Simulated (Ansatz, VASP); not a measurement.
# One calculation of KTaSe3, two programs

```xyz
5
Lattice="5.1100 0.0000 0.0000 0.0000 5.1100 0.0000 0.0000 0.0000 5.1100" Properties=species:S:1:pos:R:3 pbc="T T T"
K     0.0000    0.0000    0.0000
Ta    2.5550    2.5550    2.5550
Se    0.0000    2.5550    2.5550
Se    2.5550    0.0000    2.5550
Se    2.5550    2.5550    0.0000
```

Change from the starting cell: species swapped into the TlCuCl3 type (Pm-3m, No. 221).

Alike in both runs: functional PBE; k mesh 4 × 4 × 4; occupations gaussian, width 0.1 eV; no spin polarisation.

Ansatz relaxed the structure, and its values are those at the end. VASP's run is a single point on that final structure, the one shown.

|  | VASP | Ansatz |
| --- | --- | --- |
| version | VASP 6.6.1 | Ansatz 0.2.0 |
| potentials or method | VASP PAW PBE potentials, release 64 (K_sv, Ta_pv, Se), cutoff 520 eV | scalar-relativistic, plane waves, PAW |
| valence electrons in the cell | 38 | 70 |

Ansatz gave:

| Quantity | Value |
| --- | --- |
| gap on the k mesh at the Fermi level (eV) | none |
| pressure (GPa) | -0.3 |

Which values does VASP return?

gap on the k mesh at the Fermi level (eV): none; pressure (GPa): -0.1.

A gap of «none» marks a metal or a gap that the smearing closes. VASP's potentials hold 38 valence electrons a cell and Ansatz's 70, so a difference there can come from the potentials and not from the codes.

Spin-orbit coupling is off throughout.
